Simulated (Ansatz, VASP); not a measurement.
**C in VASP and in Ansatz**

```
C
1.0
     1.22283    0.70600    8.21301
    -1.22283    0.70600    8.21301
     0.00000   -1.41199    8.21301
C
4
Direct
  0.91283 0.91283 0.91283
  0.24615 0.24615 0.24615
  0.75385 0.75385 0.75385
  0.08717 0.08717 0.08717
```

Alike in both runs: task single point; functional r2SCAN; k mesh 11 × 11 × 11; occupations fermi-dirac, width 0.1 eV; no spin polarisation.

|  | VASP | Ansatz |
| --- | --- | --- |
| version | VASP 6.6.1 | Ansatz 0.2.0 |
| potentials or method | VASP PAW PBE potentials, release 64 (C), cutoff 520 eV | plane waves, PAW |
| valence electrons in the cell | 16 | 16 |

```tsv
	VASP	Ansatz	Ansatz less VASP
pressure (GPa)	3.4	2.8	-0.58
traceless stress, the component that is largest in VASP (GPa)	-4.09	-3.42	+0.669
```

VASP's potentials were made for PBE, not for r2SCAN. The functional is the same, so the differences come from potentials, cutoffs and numerics. Ansatz's warnings: structure snapped to symmetry.
